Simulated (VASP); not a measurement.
Input of a VASP 6.6.1 run:

File INCAR:

```
  ALGO = Fast
  EDIFF = 1E-6
  ENCUT = 520
  GGA = PE
  ISIF = 2
  ISMEAR = 0
  LASPH = T
  LCHARG = T
  LELF = T
  LREAL = F
  LVHAR = T
  LWAVE = F
  NBANDS = 63
  NELM = 60
  PREC = Accurate
  SIGMA = 0.15
```

Contents of KPOINTS:

```
k-points
0
Gamma
  13 13 5
```

POSCAR

```
SiNi3
1.0
    0.0000000000     -3.5062596265      0.0000000000
    0.0000000000      0.0000000000     -3.5062596265
   10.3687788796      0.0000000000      0.0000000000
Si Ni
3 9
Direct
    1.0000000000      1.0000000000      0.2535997187
    1.0000000000      1.0000000000      0.5917552206
    1.0000000000      1.0000000000      0.9299107226
    0.5000000000      0.5000000000      0.9299107226
    0.5000000000      0.5000000000      0.2535997187
    0.5000000000      0.5000000000      0.5917552206
    0.0000000000      0.5000000000      0.0845219677
    0.0000000000      0.5000000000      0.4226774696
    0.0000000000      0.5000000000      0.7608329716
    0.5000000000      1.0000000000      0.0845219677
    0.5000000000      1.0000000000      0.4226774696
    0.5000000000      1.0000000000      0.7608329716
```

Potentials or basis: VASP PAW PBE potentials, release 64 (Si, Ni).

Command:

```sh
$ cat potpaw_PBE.64/Si/POTCAR potpaw_PBE.64/Ni/POTCAR > POTCAR
$ mpirun -np 1 vasp_std > vasp.out
```

Q: Predict the pressure.

A: 3.7 GPa.

Q: Estimate the band gap on the k mesh.

A: Zero (bands 51 and 52 overlap by 0.27 eV).

Q: Predict the largest force.

A: 1.232 eV/Å.

Stress tensor (GPa, compression positive):
```
5.10 0.00 0.00
0.00 2.95 0.00
0.00 0.00 2.95
```

Caveat: the cell differs from its parent crystal (the distance across one plane changed); the cell stands under pressure; forces of over 1 eV/Å act on the atoms, so gaps and moduli don't describe the material at rest. Spin polarisation is off, so any magnetic state and its effect on volume and gap are missing.
